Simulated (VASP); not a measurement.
Set up this calculation in VASP 6.6.1, as the native input.

| Item | Value |
| --- | --- |
| Task | single point |
| Functional | PBE |
| Potentials or basis | VASP PAW PBE potentials, release 64 (Eu, S) |
| Cutoff | 600 eV |
| k mesh | 10 × 10 × 10 |
| Occupations | fermi-dirac, width 0.08 eV |
| Spin | collinear spin, ferromagnetic start |
| Starting moments | [7.0, 0.0] μB |
| Dipole correction | no |
| Further INCAR settings | ALGO = Normal; EDIFF = 1e-06; NBANDS = 22 |

The structure of EuS (rocksalt type) lies in POSCAR:

```
EuS
1.0
    0.0000000000      2.8847028751      2.8847028751
    2.8847028751      0.0000000000      2.8847028751
    2.8847028751      2.8847028751      0.0000000000
Eu S
1 1
Direct
    0.0000000000      0.0000000000      0.0000000000
    0.5000000000      0.5000000000      0.5000000000
```

The input as run:

INCAR

```
PREC     = Accurate       # precision mode
ENCUT    = 600            # plane-wave cutoff, eV
EDIFF    = 1E-6           # SCF threshold, eV
ISMEAR   = -1             # smearing method
SIGMA    = 0.08           # smearing width, eV
LREAL    = F              # projectors in reciprocal space
LASPH    = T              # aspherical terms in the spheres
NELM     = 200            # most SCF steps
ALGO     = Normal         # electronic algorithm
ISIF     = 2              # what is computed and relaxed
LWAVE    = F              # write WAVECAR
LCHARG   = F              # write CHGCAR
ISPIN    = 2              # spin polarisation
MAGMOM   = 7 0            # initial moments
LORBIT   = 11             # projections on sites
LMAXMIX  = 6              # l up to which the mixer works
GGA      = PE             # functional
NBANDS   = 22             # bands
GGA_COMPAT= F
```

KPOINTS

```
Automatic mesh
0
Gamma
  10 10 10
```

Potentials or basis: VASP PAW PBE potentials, release 64 (Eu, S).

Command:

```console
$ cat potpaw_PBE.64/Eu/POTCAR potpaw_PBE.64/S/POTCAR > POTCAR
$ mpirun -np 1 vasp_std > vasp.out
```

It gave:

The pressure is 2.1 GPa, the net moment is 6.92 μB per cell and the site moments are Eu +6.54; S -0.07 μB. The valence electrons inside the program's atomic spheres are Eu 14.77; S 3.78.

Caveat: a cell with one magnetic atom can't hold antiferromagnetic order, which such compounds often take.

Run time: 7.5 min on 1 thread of Oxide Virtual Turin-like Processor, on a shared host, peak memory 0.28 GiB.
